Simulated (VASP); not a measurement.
# CoO (Fm-3m) in VASP: notebook, part 2 of 3

VASP 6.6.1.

## 3. Single point, RPBE+D4, collinear spin, ferromagnetic start

This run uses another cell than the first one, of 9.53 Å³/atom.

The input, INCAR:

```
SYSTEM = CoO
ALGO = Normal
EDIFF = 1E-7
ENCUT = 520
GGA = RP
ISIF = 2
ISMEAR = -1
ISPIN = 2
IVDW = 13
LASPH = .True.
LCHARG = .False.
LMAXMIX = 4
LORBIT = 11
LREAL = .False.
LWAVE = .False.
MAGMOM = 2 0
NBANDS = 18
NELM = 150
PREC = Accurate
SIGMA = 0.05
```

The input, KPOINTS:

```
k-points
0
Gamma
  11 11 11
  0 0 0
```

The input, POSCAR:

```
CoO
1.0
    0.0000000000      2.1201321025      2.1201321025
    2.1201321025      0.0000000000      2.1201321025
    2.1201321025      2.1201321025      0.0000000000
Co O
1 1
Direct
    0.0000000000      0.0000000000      0.0000000000
    0.5000000000      0.5000000000      0.5000000000
```

Potentials or basis: VASP PAW PBE potentials, release 64 (Co, O).

Launch:

```bash
$ cat potpaw_PBE.64/Co/POTCAR potpaw_PBE.64/O/POTCAR > POTCAR
$ mpirun -np 1 vasp_std > vasp.out
```

OUTCAR:

```text
SYSTEM = CoO
   EDIFF = 1E-7
   ENCUT = 520
   GGA = RP
   ISIF = 2
   ISMEAR = -1
   ISPIN = 2
   IVDW = 13
   LASPH = .True.
   LORBIT = 11
   LREAL = .False.
   NELM = 150
   PREC = Accurate

 ion  position               nearest neighbor table
   1  0.000  0.000  0.000-   2 2.12   2 2.12   2 2.12   2 2.12   2 2.12   2 2.12
   2  0.500  0.500  0.500-   1 2.12   1 2.12   1 2.12   1 2.12   1 2.12   1 2.12

  LATTYP: Found a face centered cubic cell.
 ALAT       =     4.2402642050

  Lattice vectors:

 A1 = (   0.0000000000,   2.1201321025,   2.1201321025)
 A2 = (   2.1201321025,   0.0000000000,   2.1201321025)
 A3 = (   2.1201321025,   2.1201321025,   0.0000000000)

Analysis of symmetry for initial positions (statically):
=====================================================================
 Subroutine PRICEL returns:
 Original cell was already a primitive cell.

 Routine SETGRP: Setting up the symmetry group for a
 face centered cubic supercell.

 Subroutine GETGRP returns: Found 48 space group operations
 (whereof 48 operations were pure point group operations)
 out of a pool of 48 trial point group operations.

The static configuration has the point symmetry O_h .

Analysis of symmetry for dynamics (positions and initial velocities):
=====================================================================
 Subroutine PRICEL returns:
 Original cell was already a primitive cell.

 Routine SETGRP: Setting up the symmetry group for a
 face centered cubic supercell.

 Subroutine GETGRP returns: Found 48 space group operations
 (whereof 48 operations were pure point group operations)
 out of a pool of 48 trial point group operations.

The dynamic configuration has the point symmetry O_h .

Analysis of structural, dynamic, and magnetic symmetry:
=====================================================================
 Subroutine PRICEL returns:
 Original cell was already a primitive cell.

 Routine SETGRP: Setting up the symmetry group for a
 face centered cubic supercell.

 Subroutine GETGRP returns: Found 48 space group operations
 (whereof 48 operations were pure point group operations)
 out of a pool of 48 trial point group operations.

The overall configuration has the point symmetry O_h .

 Subroutine INISYM returns: Found 48 space group operations
 (whereof 48 operations are pure point group operations),
 and found     1 'primitive' translations

----------------------------------------------------------------------------------------

                                     Primitive cell

  volume of cell :      19.0598

  direct lattice vectors                    reciprocal lattice vectors
     0.000000000  2.120132102  2.120132102    -0.235834361  0.235834361  0.235834361
     2.120132102  0.000000000  2.120132102     0.235834361 -0.235834361  0.235834361
     2.120132102  2.120132102  0.000000000     0.235834361  0.235834361 -0.235834361

  length of vectors
     2.998319573  2.998319573  2.998319573     0.408477096  0.408477096  0.408477096

  position of ions in fractional coordinates (direct lattice)
     0.000000000  0.000000000  0.000000000
     0.500000000  0.500000000  0.500000000

  ion indices of the primitive-cell ions
   primitive index   ion index
                 1           1
                 2           2

----------------------------------------------------------------------------------------

[... 65 lines left out ...]
   LSORBIT =      F    spin-orbit coupling
   LASPH  =      T    aspherical Exc in radial PAW
   ENCUT  =  520.0 eV  38.22 Ry    6.18 a.u.   5.57  5.57  5.57*2*pi/ulx,y,z
   NELM   =    150;   NELMIN=  2; NELMDL= -5     # of ELM steps
   EDIFF  = 0.1E-06   stopping-criterion for ELM
   LREAL  =      F    real-space projection
   EDIFFG = 0.1E-05   stopping-criterion for IOM
   NSW    =      0    number of steps for IOM
   IBRION =     -1    ionic relax: 0-MD 1-quasi-New 2-CG
   NFREE  =      0    steps in history (QN), initial steepest desc. (CG)
   ISIF   =      2    stress and relaxation
   ISYM   =      2    0-nonsym 1-usesym 2-fastsym
   POTIM  = 0.5000    time-step for ionic-motion
   TEBEG  =    0.0;   TEEND  =   0.0 temperature during run
   PSTRESS=    0.0 pullay stress
   NELECT =      15.0000    total number of electrons
   NUPDOWN=      -1.0000    fix difference up-down
   EMIN   =  10.00;   EMAX   =-10.00  energy-range for DOS
   EFERMI =   0.00;   METHOD = LEGACY
   ISMEAR =    -1;   SIGMA  =   0.05  broadening in eV -4-tet -1-fermi 0-gaus
   EFERMI_NEDOS =   21; number of points for ismear=-14 and -15
   IALGO  =     38    algorithm
   IMIX   =      4    mixing-type and parameters
     AMIX     =   0.40;   BMIX     =  1.00
     AMIX_MAG =   1.60;   BMIX_MAG =  1.00
  volume/ion in A,a.u.               =       9.53        64.31
  Fermi-wavevector in a.u.,A,eV,Ry     =   1.511468  2.856261 31.082998  2.284536
  Thomas-Fermi vector in A             =   2.621521
   LORBIT       =     11    0 simple, 1 ext, 2 COOP (PROOUT), +10 PAW based schemes
   GGA     = RP    functional components
   LHFCALC =     F    Hartree Fock is set to
   AEXX    =    0.0000 exact exchange contribution
   IVDW    =    13    specifies the selected vdW correction
   LEPSILON=     F    determine dielectric tensor
   LRPA    =     F    only Hartree local field effects (RPA)
 spin polarized calculation
  energy-cutoff  :      520.00
  volume of cell :       19.06
 maximum number of plane-waves:       532
   NGX = 11   NGY = 11   NGZ = 11

 number of electron      15.0000004 magnetization       2.8915579

 Free energy of the ion-electron system (eV)
  ---------------------------------------------------
  ext. energy  EPLUGINS =         0.00000000
  ---------------------------------------------------
  free energy    TOTEN  =       -12.19561638 eV

  energy without entropy =      -12.16124984  energy(sigma->0) =      -12.17843311

 E-fermi :   8.2478     XC(G=0): -12.3113

 val. band max:        8.2326389048   @ k =   0.3636   0.2727   0.0909
 cond. band min:       8.2500582779   @ k =  -0.1818   0.2727   0.0909
 fundamental gap:      0.0174193732
 Fermi energy:         8.2478490773

 spin component 1

 k-point     1 :       0.0000    0.0000    0.0000
  band No.  band energies     occupation
      1     -12.1304      1.00000
      2       4.9462      1.00000
      3       4.9462      1.00000
      4       5.0925      1.00000
      5       5.0925      1.00000
      6       5.0925      1.00000
[... 493 lines left out ...]
     17      36.3329      0.00000
     18      38.0991      0.00000

 [... further k-points ...]

 spin component 2

 k-point     1 :       0.0000    0.0000    0.0000
  band No.  band energies     occupation
      1     -11.6396      1.00000
      2       5.6497      1.00000
      3       5.6497      1.00000
      4       5.6497      1.00000
      5       7.1296      1.00000
      6       7.1296      1.00000
[... 493 lines left out ...]
     17      36.9361      0.00000
     18      38.6705      0.00000

 [... further k-points ...]

------------------------ aborting loop because EDIFF is reached ----------------------------------------

  DFT-D4 for vdW energy calculation

  Edisp (eV):   -1.19572

  FORCE on cell =-STRESS in cart. coord.  units (eV):
  Direction    XX          YY          ZZ          XY          YZ          ZX
  --------------------------------------------------------------------------------------
  -------------------------------------------------------------------------------------
  Total      -0.05055    -0.05055    -0.05055     0.00000     0.00000    -0.00000
  in kB      -4.24891    -4.24891    -4.24891     0.00000     0.00000    -0.00000
  external pressure =       -4.25 kB  Pullay stress =        0.00 kB

 VOLUME and BASIS-vectors are now :
 -----------------------------------------------------------------------------
  energy-cutoff  :      520.00
  volume of cell :       19.06
      direct lattice vectors                 reciprocal lattice vectors
     0.000000000  2.120132102  2.120132102    -0.235834361  0.235834361  0.235834361
     2.120132102  0.000000000  2.120132102     0.235834361 -0.235834361  0.235834361
     2.120132102  2.120132102  0.000000000     0.235834361  0.235834361 -0.235834361

 POSITION                                       TOTAL-FORCE (eV/Angst)
 -----------------------------------------------------------------------------------
      0.00000      0.00000      0.00000         0.000000     -0.000000      0.000000
      2.12013      2.12013      2.12013        -0.000000      0.000000     -0.000000
 -----------------------------------------------------------------------------------
    total drift:                                0.000000     -0.000000     -0.000000

  FREE ENERGIE OF THE ION-ELECTRON SYSTEM (eV)
  ---------------------------------------------------
  free  energy   TOTEN  =       -13.3913384001 eV

  energy  without entropy=      -13.3569718669  energy(sigma->0) =      -13.37415513

 total charge

# of ion       s       p       d       tot
------------------------------------------
    1        0.297   0.364   7.148   7.809
    2        1.561   3.441   0.000   5.002
--------------------------------------------------
tot          1.858   3.805   7.148  12.811

 magnetization (x)

# of ion       s       p       d       tot
------------------------------------------
    1        0.020   0.017   2.518   2.555
    2        0.029   0.263   0.000   0.292
--------------------------------------------------
tot          0.049   0.280   2.518   2.847
```

It took 30 s on 1 thread of AMD EPYC 9R45 (Zen 5), shared host; peak memory 0.14 GiB.

What came out:

```yaml
Free_energy: -13.3913 eV
Pressure: -0.4 GPa
Net_moment: 2.89 μB per cell
Site_moments: Co +2.56; O +0.29 μB
Valence_electrons_inside_the_program's_atomic_spheres: Co 7.81; O 5.00
Dispersion_energy_per_atom: -0.598 eV
```

Caveat: the PAW data sets were made with another functional, which shifts forces and pressure a little; a cell with one magnetic atom can't hold antiferromagnetic order, which such compounds often take; semilocal functionals often make such compounds metallic where correlation or magnetic order opens a gap, which also shifts bond lengths. With open d or f shells a metallic result of RPBE can be an artefact of self-interaction; +U or a hybrid may open a gap.

## 4. Single point, PBE, collinear spin, ferromagnetic start

This run uses another cell than the first one, of 9.57 Å³/atom.

The input, INCAR:

```
  PREC = Accurate
  ENCUT = 520
  EDIFF = 1E-6
  ISMEAR = -1
  SIGMA = 0.05
  LREAL = False
  LASPH = True
  NELM = 150
  ALGO = Normal
  ISIF = 2
  LWAVE = False
  LCHARG = False
  ISPIN = 2
  MAGMOM = 2 0
  LORBIT = 11
  LMAXMIX = 4
  GGA = PE
  NBANDS = 18
```

The input, KPOINTS:

```
Automatic mesh
0
Gamma
  11 11 11
```

The input, POSCAR:

```
CoO
1.0
    0.0000000000      2.1232176840      2.1232176840
    2.1232176840      0.0000000000      2.1232176840
    2.1232176840      2.1232176840      0.0000000000
Co O
1 1
Direct
    0.0000000000      0.0000000000      0.0000000000
    0.5000000000      0.5000000000      0.5000000000
```

Launch:

```bash
$ cat potpaw_PBE.64/Co/POTCAR potpaw_PBE.64/O/POTCAR > POTCAR
$ mpirun -np 1 vasp_std > vasp.out
```

Wall time 27 s (1 thread of AMD EPYC 9R45 (Zen 5), shared host); peak memory 0.14 GiB.

It converged, with:

| Quantity | Value |
| --- | --- |
| Free energy | -13.0642 eV |
| Pressure | -0.4 GPa |
| Net moment | 2.87 μB per cell |
| Site moments | Co +2.53; O +0.29 μB |
| Valence electrons inside the program's atomic spheres | Co 7.81; O 4.98 |

Levels at points of the mesh, in eV from the Fermi level:
Spin up:
| k point | band 5 | band 6 | band 7 | band 8 | band 9 | band 10 | band 11 | band 12 | band 13 | band 14 |
| --- | --- | --- | --- | --- | --- | --- | --- | --- | --- | --- |
| (0.00, 0.00, 0.00) | -3.15 | -3.15 | -3.06 | -3.06 | -3.06 | 1.06 | 16.89 | 18.22 | 18.22 | 18.22 |
Spin down:
```csv
k point,band 3,band 4,band 5,band 6,band 7,band 8,band 9,band 10
"(0.00, 0.00, 0.00)",-2.61,-2.61,-1.12,-1.12,-1.12,0.06,0.06,1.59
```

Caveat: a cell with one magnetic atom can't hold antiferromagnetic order, which such compounds often take; semilocal functionals often make such compounds metallic where correlation or magnetic order opens a gap, which also shifts bond lengths.

## 5. Single point, PBE, collinear spin, ferromagnetic start

This run uses another cell than the first one, of 9.68 Å³/atom.

The input, INCAR:

```
PREC = Accurate
ENCUT = 520
EDIFF = 1E-6
ISMEAR = 0
SIGMA = 0.023
LREAL = False
LASPH = True
NELM = 150
ALGO = Normal
ISIF = 2
LWAVE = False
LCHARG = False
ISPIN = 2
MAGMOM = 2 0
LORBIT = 11
LMAXMIX = 4
GGA = PE
NBANDS = 18
```

The input, KPOINTS:

```
regular mesh
0
Gamma
  11 11 11
```

The input, POSCAR:

```
CoO
1.0
    0.0000000000      2.1315000000      2.1315000000
    2.1315000000      0.0000000000      2.1315000000
    2.1315000000      2.1315000000      0.0000000000
Co O
1 1
Direct
    0.0000000000      0.0000000000      0.0000000000
    0.5000000000      0.5000000000      0.5000000000
```

Launch:

```bash
$ cat potpaw_PBE.64/Co/POTCAR potpaw_PBE.64/O/POTCAR > POTCAR
$ mpirun -np 1 vasp_std > vasp.out
```

Run time: 26 s. Hardware: 1 thread of AMD EPYC 9R45 (Zen 5), shared host; peak memory 0.14 GiB.

Results (log left out):

```yaml
Free_energy: -13.0458 eV
Pressure: -2.4 GPa
Net_moment: 2.93 μB per cell
Site_moments: Co +2.57; O +0.31 μB
Valence_electrons_inside_the_program's_atomic_spheres: Co 7.79; O 4.98
```

Levels at points of the mesh, in eV from the Fermi level:
Spin up:
```csv
k point,band 5,band 6,band 7,band 8,band 9,band 10,band 11,band 12,band 13,band 14
"(0.00, 0.00, 0.00)",-3.12,-3.12,-3.09,-3.09,-3.09,0.98,16.84,18.11,18.11,18.11
```
Spin down:
```csv
k point,band 2,band 3,band 4,band 5,band 6,band 7,band 8,band 9,band 10,band 11
"(0.00, 0.00, 0.00)",-2.55,-2.55,-2.55,-1.10,-1.10,-1.10,0.06,0.06,1.52,16.75
```

Caveat: a cell with one magnetic atom can't hold antiferromagnetic order, which such compounds often take; semilocal functionals often make such compounds metallic where correlation or magnetic order opens a gap, which also shifts bond lengths. With open d or f shells a metallic result of PBE can be an artefact of self-interaction; +U or a hybrid may open a gap.

[end of part 2 of 3]
